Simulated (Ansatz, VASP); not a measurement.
## Two plane-wave programs on ZrS

```
CELL_PARAMETERS angstrom
0.00000 2.64197 2.64197
2.64197 0.00000 2.64197
2.64197 2.64197 0.00000
ATOMIC_POSITIONS crystal
Zr 0.00000 0.00000 0.00000
S 0.50000 0.50000 0.50000
```

Alike in both runs: task single point; functional LDA; k mesh 16 × 16 × 16; occupations gaussian, width 0.15 eV; no spin polarisation.

|  | VASP | Ansatz |
| --- | --- | --- |
| version | VASP 6.6.1 | Ansatz 0.2.0 |
| potentials or method | VASP PAW LDA potentials, release 64 (Zr_sv, S), cutoff 520 eV | scalar-relativistic, plane waves, PAW |
| valence electrons in the cell | 18 | 18 |

Ansatz gave:

```
gap on the k mesh at the Fermi level (eV) : none
pressure (GPa)                            : -11.1
```

Q: Which values does VASP return?

A: gap on the k mesh at the Fermi level (eV): none; pressure (GPa): -11.0.

Ansatz warns that its potentials were made for another functional, while VASP's fit it. LDA's correlation is that of Perdew and Zunger in VASP and of Perdew and Wang (1992) in Ansatz. A gap of «none» marks a metal or a gap that the smearing closes.
